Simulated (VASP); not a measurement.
Here is a VASP 6.6.1 calculation.

INCAR

```
PREC = Accurate
ENCUT = 520
EDIFF = 1E-6
ISMEAR = -1
SIGMA = 0.05
LREAL = F
LASPH = T
NELM = 60
ALGO = Normal
ISIF = 2
LWAVE = F
LCHARG = F
GGA = PE
NBANDS = 16
```

File KPOINTS:

```
regular mesh
0
Gamma
  9 9 8
```

File POSCAR:

```
CuO
1.0
    2.8839719714     -0.0000000029      0.0000000000
   -1.4419859832      2.4975929925      0.0000000000
    0.0000000000      0.0000000000      2.6884799181
Cu O
1 1
Direct
    0.0000000000      0.0000000000      0.0000000000
    0.6666666667      0.3333333333      0.5000000000
```

Potentials or basis: VASP PAW PBE potentials, release 64 (Cu, O).

The run is started by

```bash
$ cat potpaw_PBE.64/Cu/POTCAR potpaw_PBE.64/O/POTCAR > POTCAR
$ mpirun -np 1 vasp_std > vasp.out
```

Predict the pressure.

0.2 GPa.

Caveat: an odd number of electrons without spin polarisation forces a metal; a magnetic or distorted state may lie lower.
